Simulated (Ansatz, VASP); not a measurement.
**Li3TeH in VASP and in Ansatz**

The input INCAR:

```
SYSTEM = Li3TeH
ALGO = Normal
EDIFF = 1E-6
EDIFFG = -0.005
ENCUT = 600
GGA = PS
IBRION = 2
ISIF = 3
ISMEAR = 0
LASPH = .TRUE.
LCHARG = .FALSE.
LREAL = .FALSE.
LWAVE = .FALSE.
NELM = 80
NSW = 70
PREC = Accurate
SIGMA = 0.02
```

Contents of KPOINTS:

```
k-points
0
G
  6 6 6
  0 0 0
```

The input POSCAR:

```
Li3TeH
1.0
    4.1922815372      0.0000000000      0.0000000000
    0.0000000000      4.1922815372      0.0000000000
    0.0000000000      0.0000000000      4.1922815372
Li Te H
3 1 1
Direct
    0.5000000000      0.0000000000      0.5000000000
    0.0000000000      0.5000000000      0.5000000000
    0.5000000000      0.5000000000      0.0000000000
    0.0000000000      0.0000000000      0.0000000000
    0.5000000000      0.5000000000      0.5000000000
```

Input for Ansatz:

```yaml
crystal:
  lattice:
    - [4.1922815372, 0.0, 0.0]
    - [0.0, 4.1922815372, 0.0]
    - [0.0, 0.0, 4.1922815372]
  atoms:
    - { symbol: Li, position: [0.5, 0.0, 0.5] }
    - { symbol: Li, position: [0.0, 0.5, 0.5] }
    - { symbol: Li, position: [0.5, 0.5, 0.0] }
    - { symbol: Te, position: [0.0, 0.0, 0.0] }
    - { symbol: H, position: [0.5, 0.5, 0.5] }
basis:
  ecutwfc: 420
kpoints:
  mp_grid: { grid: [6, 6, 6] }
hamiltonian:
  xc: pbesol
scf:
  occupations: { method: gaussian, width: 0.02 }
output:
  forces: true
  stress: true
  eigenvalues: true
relax:
  adjacent_minimum: "off"
  f_tol: 0.005
  max_steps: 50
  cell: { stress_tol: 0.05 }
```

Alike in both runs: task relaxation of cell and atoms; functional PBEsol; k mesh 6 × 6 × 6; occupations gaussian, width 0.02 eV; no spin polarisation.

|  | VASP | Ansatz |
| --- | --- | --- |
| version | VASP 6.6.1 | Ansatz 0.2.0 |
| potentials or method | VASP PAW PBE potentials, release 64 (Li_sv, Te, H), cutoff 600 eV | scalar-relativistic, plane waves, PAW |
| valence electrons in the cell | 16 | 26 |

```csv
,VASP,Ansatz,Ansatz less VASP
"gap on the k mesh at the Fermi level, each at its own relaxed structure (eV)",2.88,2.88,0.000
relaxed volume (Å³/atom),14.27,14.28,+0.010
relaxed length of the cell vector where the two differ most in proportion (Å),4.147,4.148,+0.0010
```

VASP's potentials were made for PBE, not for PBEsol. VASP's potentials hold 16 valence electrons a cell and Ansatz's 26, so a difference there can come from the potentials and not from the codes.

Spin-orbit coupling is off throughout. Noted on VASP's run: the cutoff is under 1.25 times that of the potentials, so the pressure is a little rough.
